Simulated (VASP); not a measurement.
# WSe2 in VASP: a series of runs, part 2 of 2

VASP 6.6.1.

**3. Single point, PBE+D3(BJ) (21.85 Å³/atom)**

This run uses another cell than the first one, of 21.85 Å³/atom.

The input, INCAR:

```
SYSTEM = WSe2
PREC = Accurate ; ENCUT = 520
EDIFF = 1E-6 ; ISMEAR = 0
SIGMA = 0.02 ; LREAL = .False.
LASPH = .True. ; NELM = 60
ALGO = Normal ; ISIF = 2
LWAVE = .False. ; LCHARG = .False.
GGA = PE ; IVDW = 12
NBANDS = 35
```

The input, KPOINTS:

```
regular mesh
0
Gamma
  9 9 2
  0 0 0
```

The input, POSCAR:

```
WSe2
1.0
    3.3118919715      0.0000000000      0.0000000000
   -1.6559459858      2.8681825819      0.0000000000
    0.0000000000      0.0000000000     13.7981671936
W Se
2 4
Direct
    0.6666666667      0.3333333333      0.2500021671
    0.3333333333      0.6666666667      0.7499978329
    0.3333333333      0.6666666667      0.3717375924
    0.6666666667      0.3333333333      0.8717332637
    0.3333333333      0.6666666667      0.1282667363
    0.6666666667      0.3333333333      0.6282624076
```

Potentials or basis: VASP PAW PBE potentials, release 64 (W_sv, Se).

The run is started by

```
cat potpaw_PBE.64/W_sv/POTCAR potpaw_PBE.64/Se/POTCAR > POTCAR
mpirun -np 1 vasp_std > vasp.out
```

OUTCAR:

```text
SYSTEM = WSe2
   PREC = Accurate
   ENCUT = 520
   EDIFF = 1E-6
   ISMEAR = 0
   LREAL = .False.
   LASPH = .True.
   NELM = 60
   ISIF = 2
   GGA = PE
   IVDW = 12
 IVDW          = 12

 ion  position               nearest neighbor table
   1  0.667  0.333  0.250-   3 2.55   3 2.55   3 2.55   5 2.55   5 2.55   5 2.55
   2  0.333  0.667  0.750-   6 2.55   6 2.55   6 2.55   4 2.55   4 2.55   4 2.55
   3  0.333  0.667  0.372-   1 2.55   1 2.55   1 2.55
   4  0.667  0.333  0.872-   2 2.55   2 2.55   2 2.55
   5  0.333  0.667  0.128-   1 2.55   1 2.55   1 2.55
   6  0.667  0.333  0.628-   2 2.55   2 2.55   2 2.55
[... 1123 lines left out ...]
  -------------------------------------------------------------------------------------
  Total      -1.82572    -1.82572    -1.73408     0.00000     0.00000     0.00000
  in kB     -22.31720   -22.31720   -21.19703     0.00000     0.00000     0.00000
  external pressure =      -21.94 kB  Pullay stress =        0.00 kB

 VOLUME and BASIS-vectors are now :
 -----------------------------------------------------------------------------
  energy-cutoff  :      520.00
  volume of cell :      131.07
      direct lattice vectors                 reciprocal lattice vectors
     3.311891972  0.000000000  0.000000000     0.301942216  0.174326420  0.000000000
    -1.655945986  2.868182582  0.000000000     0.000000000  0.348652839  0.000000000
     0.000000000  0.000000000 13.798167194     0.000000000  0.000000000  0.072473393

 POSITION                                       TOTAL-FORCE (eV/Angst)
 -----------------------------------------------------------------------------------
      1.65595      0.95606      3.44957         0.000000      0.000000      0.000000
     -0.00000      1.91212     10.34860        -0.000000     -0.000000     -0.000000
     -0.00000      1.91212      5.12930        -0.000000      0.000000      0.044338
      1.65595      0.95606     12.02832         0.000000     -0.000000      0.044338
     -0.00000      1.91212      1.76985        -0.000000      0.000000     -0.044338
      1.65595      0.95606      8.66887         0.000000      0.000000     -0.044338
 -----------------------------------------------------------------------------------
    total drift:                                0.027197     -0.015702      0.042113

  FREE ENERGIE OF THE ION-ELECTRON SYSTEM (eV)
  ---------------------------------------------------
  free  energy   TOTEN  =       -45.8153227741 eV

  energy  without entropy=      -45.8153227741  energy(sigma->0) =      -45.81532277
```

OSZICAR:

```text
N       E                     dE             d eps       ncg     rms          rms(c)
DAV:   1     0.502998127011E+03    0.50300E+03   -0.27678E+04  1864   0.143E+03
DAV:   2    -0.122996473819E+02   -0.51530E+03   -0.49735E+03  1959   0.384E+02
DAV:   3    -0.444536132380E+02   -0.32154E+02   -0.31569E+02  2053   0.899E+01
DAV:   4    -0.452195881495E+02   -0.76597E+00   -0.76142E+00  2010   0.141E+01
DAV:   5    -0.452312085304E+02   -0.11620E-01   -0.11594E-01  2045   0.186E+00    0.288E+01
DAV:   6    -0.436513056908E+02    0.15799E+01   -0.63444E+00  1872   0.165E+01    0.100E+01
DAV:   7    -0.434132011505E+02    0.23810E+00   -0.29649E+00  1803   0.826E+00    0.558E+00
DAV:   8    -0.432317065404E+02    0.18149E+00   -0.38024E-01  1862   0.427E+00    0.123E+00
DAV:   9    -0.432346165247E+02   -0.29100E-02   -0.61412E-02  1992   0.119E+00    0.877E-01
DAV:  10    -0.432333613782E+02    0.12551E-02   -0.13060E-02  1872   0.769E-01    0.148E-01
DAV:  11    -0.432333536066E+02    0.77716E-05   -0.16686E-03  1840   0.262E-01    0.162E-01
DAV:  12    -0.432333258743E+02    0.27732E-04   -0.69240E-05  1955   0.497E-02    0.966E-02
DAV:  13    -0.432333503100E+02   -0.24436E-04   -0.60804E-05  1829   0.436E-02    0.843E-03
DAV:  14    -0.432333541171E+02   -0.38071E-05   -0.62986E-06  1845   0.119E-02    0.668E-03
DAV:  15    -0.432333557739E+02   -0.16567E-05   -0.87555E-07  1362   0.562E-03    0.541E-03
DAV:  16    -0.432333569570E+02   -0.11831E-05   -0.28689E-07  1035   0.296E-03    0.148E-03
DAV:  17    -0.432333585347E+02   -0.15777E-05   -0.18383E-07  1109   0.279E-03    0.837E-04
DAV:  18    -0.432333595031E+02   -0.96835E-06   -0.13237E-07   993   0.190E-03
   1 F= -.45815323E+02 E0= -.45815323E+02  d E =-.670836E-31
```

stdout:

```text
POSCAR found type information on POSCAR W Se
 POSCAR found :  2 types and       6 ions
 scaLAPACK will be used
 LDA part: xc-table for (Slater+PW92), standard interpolation
 POSCAR, INCAR and KPOINTS ok, starting setup
 FFT: planning ... GRIDC
 FFT: planning ... GRID_SOFT
 FFT: planning ... GRID
 WAVECAR not read
 entering main loop
```

Wall time 5.4 min (1 thread of Intel Xeon 8259CL, shared host); peak memory 0.34 GiB.

What came out:

```
Free energy                : -45.8153 eV
Pressure                   : -2.2 GPa
Largest force              : 0.044 eV/Å
Band gap on the k mesh     : 1.32 eV (least direct gap 1.52 eV)
Dispersion energy per atom : -0.430 eV
```

Forces in eV/Å, atoms in the order of the input:
```
W    0.000  0.000  0.000
W    0.000  0.000  0.000
Se   0.000  0.000  0.044
Se   0.000  0.000  0.044
Se   0.000  0.000 -0.044
Se   0.000  0.000 -0.044
```

Levels at points of the mesh, in eV from the valence-band top:
| k point | band 22 | band 23 | band 24 | band 25 | band 26 | band 27 | band 28 | band 29 | band 30 | band 31 |
| --- | --- | --- | --- | --- | --- | --- | --- | --- | --- | --- |
| (0.00, 0.00, 0.00) | -1.36 | -1.33 | -1.33 | -0.82 | 0.00 | 2.78 | 2.78 | 2.80 | 2.80 | 2.91 |
| (0.00, 0.00, 0.50) | -1.34 | -1.34 | -1.34 | -0.23 | -0.23 | 2.79 | 2.79 | 2.79 | 2.79 | 2.96 |

Caveat: spin-orbit coupling is left out, which moves the levels of the heavy elements. A k mesh can miss the band edges.
